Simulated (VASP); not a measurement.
Here is a VASP 6.6.1 calculation.

POSCAR

```
Ag
1.0
    3.2685352936      0.0000000000      0.0000000000
    0.0000000000      3.2685352936      0.0000000000
    0.2941681764      0.0000000000      3.2685352936
Ag
2
Direct
    0.0000000000      0.0000000000      0.0000000000
    0.5000000000      0.5000000000      0.5000000000
```

INCAR.step1

```
PREC = Accurate ; ENCUT = 520
ISMEAR = 0 ; SIGMA = 0.1
LREAL = False ; LASPH = True
NELM = 60 ; NBANDS = 18
GGA = PE ; ALGO = Normal
EDIFF = 1E-4 ; LWAVE = True
LCHARG = False
```

The input INCAR.step2:

```
PREC = Accurate ; ENCUT = 520
EDIFF = 1E-7 ; ISMEAR = 0
SIGMA = 0.1 ; LREAL = False
LASPH = True ; NELM = 60
ALGO = Normal ; ISIF = 2
LWAVE = False ; LCHARG = False
METAGGA = R2SCAN ; LMIXTAU = True
NBANDS = 18 ; ISTART = 1
```

Contents of KPOINTS:

```
regular mesh
0
Gamma
  16 16 16
```

Potentials or basis: VASP PAW PBE potentials, release 64 (Ag).

The run is started by

```bash
$ cat potpaw_PBE.64/Ag/POTCAR > POTCAR
$ cp INCAR.step1 INCAR
$ mpirun -np 1 vasp_std > vasp.out
$ cp INCAR.step2 INCAR
$ mpirun -np 1 vasp_std > vasp.out
```

Question: What does it give for the band gap on the k mesh?

Answer: Zero (bands 11 and 12 overlap by 7.31 eV).

Question: Estimate the pressure.

Answer: 0.7 GPa.

Stress tensor (GPa, compression positive):
```
 0.00  0.00 -5.13
 0.00  1.11  0.00
-5.13  0.00  0.96
```

Caveat: the cell differs from its parent crystal (shear of c along a, cell held: +9.0 %); the PAW data sets were made with another functional, which shifts forces and pressure a little.
